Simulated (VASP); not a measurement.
A run of VASP 6.6.1 is set up as follows.

Contents of POSCAR:

```
SrTiO3
1.0
    3.9364041186      0.0000000000      0.0000000000
    0.0000000000      3.9364041186      0.0000000000
    0.0000000000      0.0000000000      3.9364041186
Sr Ti O
1 1 3
Direct
    0.5000000000      0.5000000000      0.5000000000
    0.0000000000      0.0000000000      0.0000000000
    0.5000000000      0.0000000000      0.0000000000
    0.0000000000      0.5000000000      0.0000000000
    0.0000000000      0.0000000000      0.5000000000
```

INCAR.step1

```
PREC = Accurate
ENCUT = 520
ISMEAR = 0
SIGMA = 0.02
LREAL = F
LASPH = T
NELM = 150
ISPIN = 2
MAGMOM = 0 1 0 0 0
LMAXMIX = 4
NBANDS = 32
GGA = PE
ALGO = Normal
EDIFF = 1E-4
LWAVE = T
LCHARG = F
```

Contents of INCAR.step2:

```
PREC = Accurate
ENCUT = 520
EDIFF = 1E-6
ISMEAR = 0
SIGMA = 0.02
LREAL = F
LASPH = T
NELM = 150
ALGO = Normal
ISIF = 2
LWAVE = F
LCHARG = F
ISPIN = 2
MAGMOM = 0 1 0 0 0
LORBIT = 11
LMAXMIX = 4
METAGGA = R2SCAN
LMIXTAU = T
NBANDS = 32
ISTART = 1
```

File KPOINTS:

```
Automatic mesh
0
Gamma
  8 8 8
```

Potentials or basis: VASP PAW PBE potentials, release 64 (Sr_sv, Ti_sv, O).

Command:

```bash
$ cat potpaw_PBE.64/Sr_sv/POTCAR potpaw_PBE.64/Ti_sv/POTCAR potpaw_PBE.64/O/POTCAR > POTCAR
$ cp INCAR.step1 INCAR
$ mpirun -np 1 vasp_std > vasp.out
$ cp INCAR.step2 INCAR
$ mpirun -np 1 vasp_std > vasp.out
```

Question: Estimate the net moment.

Answer: 0.00 μB per cell.

Question: Estimate the pressure.

Answer: -3.2 GPa.

Question: Estimate the band gap on the k mesh.

Answer: 2.22 eV, indirect (least direct gap 2.62 eV).

Caveat: the PAW data sets were made with another functional, which shifts forces and pressure a little. A k mesh can miss the band edges.
